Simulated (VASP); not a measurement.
Write the native input for VASP 6.6.1 that does the following.

```
Task                   : single point
Functional             : LDA
Potentials or basis    : VASP PAW LDA potentials, release 64 (Cd, Se)
Cutoff                 : 520 eV
k mesh                 : 6 × 6 × 6
Occupations            : gaussian, width 0.05 eV
Spin                   : no spin polarisation
Dipole correction      : no
Further INCAR settings : ALGO = Normal; EDIFF = 1e-07; NBANDS = 16
```

The structure of CdSe lies in POSCAR:

```
CdSe
1.0
    0.0000000000      3.0190998167      3.1752299914
    3.0190998167      0.0000000000      3.1752299914
    3.0190998167      3.0190998167      0.0000000000
Cd Se
1 1
Direct
    0.0000000000      0.0000000000      0.0000000000
    0.7500000000      0.7500000000      0.7500000000
```

The input as run:

INCAR

```
PREC = Accurate
ENCUT = 520
EDIFF = 1E-7
ISMEAR = 0
SIGMA = 0.05
LREAL = False
LASPH = True
NELM = 80
ALGO = Normal
ISIF = 2
LWAVE = False
LCHARG = False
NBANDS = 16
```

KPOINTS

```
regular mesh
0
Gamma
  6 6 6
```

Potentials or basis: VASP PAW LDA potentials, release 64 (Cd, Se).

The run is started by

```console
$ cat potpaw_LDA.64/Cd/POTCAR potpaw_LDA.64/Se/POTCAR > POTCAR
$ mpirun -np 1 vasp_std > vasp.out
```

Results of the run:

The pressure is -2.9 GPa and the band gap on the k mesh is 0.24 eV, direct.

Run time: 38 s on 1 thread of Intel(R) Xeon(R) Platinum 8259CL CPU @ 2.50GHz (Skylake/Cascade Lake), on a shared host, peak memory 0.17 GiB.
